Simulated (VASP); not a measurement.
# Mo (P6_3/mmc) in VASP: notebook

Runs on Mo. Level: r2SCAN. Tasks: single point.

Everything below comes from runs of VASP 6.6.1. Logs are shortened: lines on timing, memory, paths and dates and some standing lists are left out, and cuts for length are marked.

**1. The cell of the first run**

It takes space group P6_3/mmc (No. 194, hexagonal). Conventional cell: a = 2.735 Å, b = 2.735 Å, c = 4.933 Å, α = 90.00°, β = 90.00°, γ = 120.00°. Mo (site symmetry -6m2) has 12 Mo at 2.73 to 2.93 Å within 3.6 Å.

This isn't the form of Mo at room conditions, which is bcc.

**2. Single point, r2SCAN (15.98 Å³/atom)**

The input, POSCAR:

```
Mo
1.0
    2.7349737244      0.0000000000      0.0000000000
   -1.3674868622      2.3685567240      0.0000000000
    0.0000000000      0.0000000000      4.9329526323
Mo
2
Direct
    0.3333333333      0.6666666667      0.7500000000
    0.6666666667      0.3333333333      0.2500000000
```

The input, INCAR.step1:

```
SYSTEM = Mo
  PREC = Accurate
  ENCUT = 520
  ISMEAR = 0
  SIGMA = 0.05
  LREAL = .FALSE.
  LASPH = .TRUE.
  NELM = 100
  NBANDS = 21
  GGA = PE
  ALGO = Normal
  EDIFF = 1E-4
  LWAVE = .TRUE.
  LCHARG = .FALSE.
```

The input, INCAR.step2:

```
SYSTEM = Mo
  PREC = Accurate
  ENCUT = 520
  EDIFF = 1E-6
  ISMEAR = 0
  SIGMA = 0.05
  LREAL = .FALSE.
  LASPH = .TRUE.
  NELM = 100
  ALGO = Normal
  ISIF = 2
  LWAVE = .FALSE.
  LCHARG = .FALSE.
  METAGGA = R2SCAN
  LMIXTAU = .TRUE.
  NBANDS = 21
  ISTART = 1
```

The input, KPOINTS:

```
regular mesh
0
G
  18 18 8
  0 0 0
```

Potentials or basis: VASP PAW PBE potentials, release 64 (Mo_sv).

Command:

```console
cat potpaw_PBE.64/Mo_sv/POTCAR > POTCAR
cp INCAR.step1 INCAR
mpirun -np 1 vasp_std > vasp.out
cp INCAR.step2 INCAR
mpirun -np 1 vasp_std > vasp.out
```

OUTCAR:

```text
SYSTEM = Mo
   PREC = Accurate
   ENCUT = 520
   EDIFF = 1E-6
   ISMEAR = 0
   LREAL = .FALSE.
   LASPH = .TRUE.
   NELM = 100
   ISIF = 2
   METAGGA = R2SCAN
   ISTART = 1

 ion  position               nearest neighbor table
   1  0.333  0.667  0.750-   2 2.93   2 2.93   2 2.93   2 2.93   2 2.93   2 2.93
   2  0.667  0.333  0.250-   1 2.93   1 2.93   1 2.93   1 2.93   1 2.93   1 2.93

  LATTYP: Found a hexagonal cell.
 ALAT       =     2.7349737244
 C/A-ratio  =     1.8036563161

  Lattice vectors:

 A1 = (   2.7349737244,   0.0000000000,   0.0000000000)
 A2 = (  -1.3674868622,   2.3685567240,   0.0000000000)
 A3 = (   0.0000000000,   0.0000000000,   4.9329526323)

Analysis of symmetry for initial positions (statically):
=====================================================================
 Subroutine PRICEL returns:
 Original cell was already a primitive cell.

 Routine SETGRP: Setting up the symmetry group for a
 hexagonal supercell.

 Subroutine GETGRP returns: Found 24 space group operations
 (whereof 12 operations were pure point group operations)
 out of a pool of 24 trial point group operations.

The static configuration has the point symmetry D_3d.
 The point group associated with its full space group is D_6h.

Analysis of symmetry for dynamics (positions and initial velocities):
=====================================================================
 Subroutine PRICEL returns:
 Original cell was already a primitive cell.

 Routine SETGRP: Setting up the symmetry group for a
 hexagonal supercell.

 Subroutine GETGRP returns: Found 24 space group operations
 (whereof 12 operations were pure point group operations)
 out of a pool of 24 trial point group operations.

The dynamic configuration has the point symmetry D_3d.
 The point group associated with its full space group is D_6h.

 Subroutine INISYM returns: Found 24 space group operations
 (whereof 12 operations are pure point group operations),
 and found     1 'primitive' translations

----------------------------------------------------------------------------------------

                                     Primitive cell

  volume of cell :      31.9554

  direct lattice vectors                    reciprocal lattice vectors
     2.734973724  0.000000000  0.000000000     0.365634226  0.211099019  0.000000000
    -1.367486862  2.368556724  0.000000000     0.000000000  0.422198037  0.000000000
     0.000000000  0.000000000  4.932952632     0.000000000  0.000000000  0.202718346

  length of vectors
     2.734973724  2.734973724  4.932952632     0.422198037  0.422198037  0.202718346

  position of ions in fractional coordinates (direct lattice)
     0.333333333  0.666666667  0.750000000
     0.666666667  0.333333333  0.250000000

  ion indices of the primitive-cell ions
   primitive index   ion index
                 1           1
                 2           2

----------------------------------------------------------------------------------------

 KPOINTS: regular mesh

Automatic generation of k-mesh.
 Grid dimensions read from file:
 generate k-points for:   18   18    8

 Generating k-lattice:

  Cartesian coordinates                     Fractional coordinates (reciprocal lattice)
     0.020313013  0.011727723  0.000000000     0.055555556  0.000000000  0.000000000
     0.000000000  0.023455447  0.000000000     0.000000000  0.055555556  0.000000000
     0.000000000  0.000000000  0.025339793     0.000000000  0.000000000  0.125000000

  Length of vectors
     0.023455447  0.023455447  0.025339793

  Shift w.r.t. Gamma in fractional coordinates (k-lattice)
     0.000000000  0.000000000  0.000000000

 Subroutine IBZKPT returns following result:
 ===========================================

 Found    185 irreducible k-points:

 Following reciprocal coordinates:
            Coordinates               Weight
  0.000000  0.000000  0.000000      1.000000
  0.055556  0.000000  0.000000      6.000000
  0.111111  0.000000  0.000000      6.000000
  0.166667  0.000000  0.000000      6.000000
  0.222222  0.000000  0.000000      6.000000
  0.277778  0.000000  0.000000      6.000000
[... 16 lines left out ...]
  0.333333  0.111111  0.000000     12.000000
  0.388889  0.111111  0.000000     12.000000
 [... further k-points ...]
   k-points           NKPTS =    185   k-points in BZ     NKDIM =    185   number of bands    NBANDS=     21
   number of dos      NEDOS =    301   number of ions     NIONS =      2
   total plane-waves  NPLWV =  16000
   dimension x,y,z NGX =    20 NGY =   20 NGZ =   40
   dimension x,y,z NGXF=    40 NGYF=   40 NGZF=   80
   ions per type =               2
   NGX,Y,Z   is equivalent  to a cutoff of  12.16, 12.16, 13.48 a.u.
   NGXF,Y,Z  is equivalent  to a cutoff of  24.31, 24.31, 26.96 a.u.
 SYSTEM =  Mo
   PREC   = accura    normal or accurate (medium, high low for compatibility)
   ISTART =      1    job   : 0-new  1-cont  2-samecut
   ICHARG =      0    charge: 1-file 2-atom 10-const
   ISPIN  =      1    spin polarized calculation?
   LNONCOLLINEAR =      F non collinear calculations
   LSORBIT =      F    spin-orbit coupling
   LASPH  =      T    aspherical Exc in radial PAW
   ENCUT  =  520.0 eV  38.22 Ry    6.18 a.u.   5.09  5.09  9.17*2*pi/ulx,y,z
   NELM   =    100;   NELMIN=  2; NELMDL=  0     # of ELM steps
   EDIFF  = 0.1E-05   stopping-criterion for ELM
   LREAL  =      F    real-space projection
   EDIFFG = 0.1E-04   stopping-criterion for IOM
   NSW    =      0    number of steps for IOM
   IBRION =     -1    ionic relax: 0-MD 1-quasi-New 2-CG
   NFREE  =      0    steps in history (QN), initial steepest desc. (CG)
   ISIF   =      2    stress and relaxation
   ISYM   =      2    0-nonsym 1-usesym 2-fastsym
   POTIM  = 0.5000    time-step for ionic-motion
   TEBEG  =    0.0;   TEEND  =   0.0 temperature during run
   PSTRESS=    0.0 pullay stress
   NELECT =      28.0000    total number of electrons
   NUPDOWN=      -1.0000    fix difference up-down
   EMIN   =  10.00;   EMAX   =-10.00  energy-range for DOS
   EFERMI =   0.00;   METHOD = LEGACY
   ISMEAR =     0;   SIGMA  =   0.05  broadening in eV -4-tet -1-fermi 0-gaus
   EFERMI_NEDOS =   21; number of points for ismear=-14 and -15
   IALGO  =     38    algorithm
   IMIX   =      4    mixing-type and parameters
     AMIX     =   0.40;   BMIX     =  1.00
     AMIX_MAG =   1.60;   BMIX_MAG =  1.00
  volume/ion in A,a.u.               =      15.98       107.82
  Fermi-wavevector in a.u.,A,eV,Ry     =   1.566557  2.960364 33.390070  2.454101
  Thomas-Fermi vector in A             =   2.668867
   LORBIT       =      0    0 simple, 1 ext, 2 COOP (PROOUT), +10 PAW based schemes
   METAGGA = R2SCAN    functional components
   LHFCALC =     F    Hartree Fock is set to
   AEXX    =    0.0000 exact exchange contribution
   IVDW    =     0    specifies the selected vdW correction
   LEPSILON=     F    determine dielectric tensor
   LRPA    =     F    only Hartree local field effects (RPA)
 non-spin polarized calculation
 Gauss-broadening in eV      SIGMA  =   0.05
  energy-cutoff  :      520.00
  volume of cell :       31.96
 maximum number of plane-waves:       894
   NGX = 11   NGY = 11   NGZ = 19

 number of electron      27.9999995 magnetization

 Free energy of the ion-electron system (eV)
  ---------------------------------------------------
  ext. energy  EPLUGINS =         0.00000000
  ---------------------------------------------------
  free energy    TOTEN  =       -51.16872403 eV

  energy without entropy =      -51.16604944  energy(sigma->0) =      -51.16738673

 E-fermi :  11.9732     XC(G=0): -14.4643

 val. band max:       11.9588434719   @ k =   0.3333   0.1111   0.5000
 cond. band min:      11.9732721328   @ k =   0.4444   0.1111   0.1250
 fundamental gap:      0.0144286609
 Fermi energy:        11.9731586971

 k-point     1 :       0.0000    0.0000    0.0000
  band No.  band energies     occupation
      1     -50.9007      2.00000
      2     -50.7340      2.00000
      3     -24.7553      2.00000
      4     -23.6482      2.00000
      5     -23.4120      2.00000
      6     -23.4120      2.00000
[... 13 lines left out ...]
     20      15.5658      0.00000
     21      21.9621      0.00000

 k-point     2 :       0.0556    0.0000    0.0000
  band No.  band energies     occupation
      1     -50.8924      2.00000
      2     -50.7279      2.00000
      3     -24.7413      2.00000
      4     -23.6491      2.00000
      5     -23.4579      2.00000
      6     -23.4242      2.00000
[... 13 lines left out ...]
     20      15.9955      0.00000
     21      21.9424      0.00000

 k-point     3 :       0.1111    0.0000    0.0000
  band No.  band energies     occupation
      1     -50.8684      2.00000
      2     -50.7104      2.00000
      3     -24.7005      2.00000
      4     -23.6523      2.00000
      5     -23.5896      2.00000
      6     -23.4878      2.00000
[... 13 lines left out ...]
     20      16.9350      0.00000
     21      21.8748      0.00000

 k-point     4 :       0.1667    0.0000    0.0000
  band No.  band energies     occupation
      1     -50.8312      2.00000
      2     -50.6838      2.00000
      3     -24.6358      2.00000
      4     -23.7895      2.00000
      5     -23.6856      2.00000
      6     -23.6593      2.00000
[... 13 lines left out ...]
     20      18.0482      0.00000
     21      21.7501      0.00000

 k-point     5 :       0.2222    0.0000    0.0000
  band No.  band energies     occupation
      1     -50.7846      2.00000
      2     -50.6515      2.00000
      3     -24.5519      2.00000
      4     -24.0318      2.00000
      5     -23.9212      2.00000
      6     -23.6718      2.00000
[... 13 lines left out ...]
     20      19.2046      0.00000
     21      21.5830      0.00000
[... 382 lines left out ...]
     20      20.8930      0.00000
     21      21.5321      0.00000

 k-point    22 :       0.2778    0.1111    0.0000
  band No.  band energies     occupation
      1     -50.6703      2.00000
      2     -50.5796      2.00000
      3     -24.5030      2.00000
      4     -24.3959      2.00000
      5     -24.3260      2.00000
      6     -23.7750      2.00000
[... 13 lines left out ...]
     20      21.6404      0.00000
     21      21.9578      0.00000

 k-point    23 :       0.3333    0.1111    0.0000
  band No.  band energies     occupation
      1     -50.6296      2.00000
      2     -50.5585      2.00000
      3     -24.6724      2.00000
      4     -24.5415      2.00000
      5     -24.2328      2.00000
      6     -23.8404      2.00000
[... 13 lines left out ...]
     20      21.7685      0.00000
     21      22.8776      0.00000

 k-point    24 :       0.3889    0.1111    0.0000
  band No.  band energies     occupation
      1     -50.6009      2.00000
      2     -50.5465      2.00000
      3     -24.7817      2.00000
      4     -24.6359      2.00000
      5     -24.1592      2.00000
      6     -23.8827      2.00000
[... 13 lines left out ...]
     20      21.1703      0.00000
     21      23.5357      0.00000

 [... further k-points ...]

------------------------ aborting loop because EDIFF is reached ----------------------------------------

  FORCE on cell =-STRESS in cart. coord.  units (eV):
  Direction    XX          YY          ZZ          XY          YZ          ZX
  --------------------------------------------------------------------------------------
  -------------------------------------------------------------------------------------
  Total        0.2207222      0.2207222      0.1691872      0.0000000      0.0000000      0.0000000
  in kB       11.0665605     11.0665605      8.4827040      0.0000000      0.0000000      0.0000000
  external PRESSURE =      10.2052750 kB  Pullay stress =       0.0000000 kB

 VOLUME and BASIS-vectors are now :
 -----------------------------------------------------------------------------
  energy-cutoff  :      520.00
  volume of cell :       31.96
      direct lattice vectors                 reciprocal lattice vectors
     2.734973724  0.000000000  0.000000000     0.365634226  0.211099019  0.000000000
    -1.367486862  2.368556724  0.000000000     0.000000000  0.422198037  0.000000000
     0.000000000  0.000000000  4.932952632     0.000000000  0.000000000  0.202718346

 POSITION                                       TOTAL-FORCE (eV/Angst)
 -----------------------------------------------------------------------------------
     -0.00000      1.57904      3.69971         0.000000      0.000000      0.000000
      1.36749      0.78952      1.23324        -0.000000      0.000000      0.000000
 -----------------------------------------------------------------------------------
    total drift:                               -0.000000      0.000000     -0.000000

  FREE ENERGIE OF THE ION-ELECTRON SYSTEM (eV)
  ---------------------------------------------------
  free  energy   TOTEN  =       -51.1687240306 eV

  energy  without entropy=      -51.1660494376  energy(sigma->0) =      -51.16738673
```

Run time: 5.1 min. Hardware: 1 thread of Intel Xeon Platinum 8259CL at 2.50GHz (Skylake/Cascade Lake), shared host; peak memory 0.22 GiB.

What came out:

```yaml
Free_energy: -51.1687 eV
Pressure: 1.0 GPa
Band_gap_on_the_k_mesh: zero (bands 14 and 15 overlap by 2.07 eV)
```

Stress tensor (GPa, compression positive):
```
1.11 0.00 0.00
0.00 1.11 0.00
0.00 0.00 0.85
```

Caveat: the PAW data sets were made with another functional, which shifts forces and pressure a little.

**3. Single point, r2SCAN**

POSCAR is that of step 2.

The input, INCAR.step1:

```
ALGO     = Normal         # electronic algorithm
EDIFF    = 1E-4           # SCF threshold, eV
ENCUT    = 520            # plane-wave cutoff, eV
GGA      = PE             # functional
ISMEAR   = 0              # smearing method
LASPH    = True           # aspherical terms in the spheres
LCHARG   = False          # write CHGCAR
LREAL    = False          # projectors in reciprocal space
LWAVE    = True           # write WAVECAR
NBANDS   = 21             # bands
NELM     = 60             # most SCF steps
PREC     = Accurate       # precision mode
SIGMA    = 0.05           # smearing width, eV
```

The input, INCAR.step2:

```
ALGO     = Normal         # electronic algorithm
EDIFF    = 1E-6           # SCF threshold, eV
ENCUT    = 520            # plane-wave cutoff, eV
ISIF     = 2              # what is computed and relaxed
ISMEAR   = 0              # smearing method
ISTART   = 1            
LASPH    = True           # aspherical terms in the spheres
LCHARG   = False          # write CHGCAR
LMIXTAU  = True         
LREAL    = False          # projectors in reciprocal space
LWAVE    = False          # write WAVECAR
METAGGA  = R2SCAN         # meta-GGA
NBANDS   = 21             # bands
NELM     = 60             # most SCF steps
PREC     = Accurate       # precision mode
SIGMA    = 0.05           # smearing width, eV
```

The input, KPOINTS:

```
k-points
0
Gamma
  18 18 8
```

Potentials or basis: VASP PAW PBE potentials, release 64 (Mo_sv).

Command:

```console
cat potpaw_PBE.64/Mo_sv/POTCAR > POTCAR
cp INCAR.step1 INCAR
mpirun -np 1 vasp_std > vasp.out
cp INCAR.step2 INCAR
mpirun -np 1 vasp_std > vasp.out
```

It took 4.8 min on 1 thread of Intel Xeon Platinum 8259CL at 2.50GHz (Skylake/Cascade Lake), shared host; peak memory 0.22 GiB.

Results (log left out):

| Item | Value |
| --- | --- |
| Free energy | -51.1687 eV |
| Pressure | 1.0 GPa |
| Band gap on the k mesh | zero (bands 14 and 15 overlap by 2.07 eV) |

Stress tensor (GPa, compression positive):
```
1.11 0.00 0.00
0.00 1.11 0.00
0.00 0.00 0.85
```

Levels at points of the mesh, in eV from the Fermi level:
| k point | band 10 | band 11 | band 12 | band 13 | band 14 | band 15 | band 16 | band 17 | band 18 | band 19 |
| --- | --- | --- | --- | --- | --- | --- | --- | --- | --- | --- |
| (0.00, 0.00, 0.00) | -5.12 | -2.08 | -0.71 | -0.71 | -0.23 | -0.23 | 0.28 | 1.69 | 1.69 | 3.59 |
| (0.50, 0.00, 0.00) | -4.48 | -4.45 | -1.37 | -0.50 | -0.31 | -0.26 | 3.82 | 4.74 | 4.97 | 6.03 |
| (0.00, 0.00, 0.50) | -5.58 | -2.23 | -2.23 | -0.66 | -0.66 | -0.66 | -0.66 | 2.92 | 2.92 | 2.92 |
| (0.50, 0.00, 0.50) | -5.05 | -3.61 | -3.61 | 1.39 | 1.39 | 1.75 | 1.75 | 4.75 | 4.75 | 4.87 |

Caveat: the PAW data sets were made with another functional, which shifts forces and pressure a little.
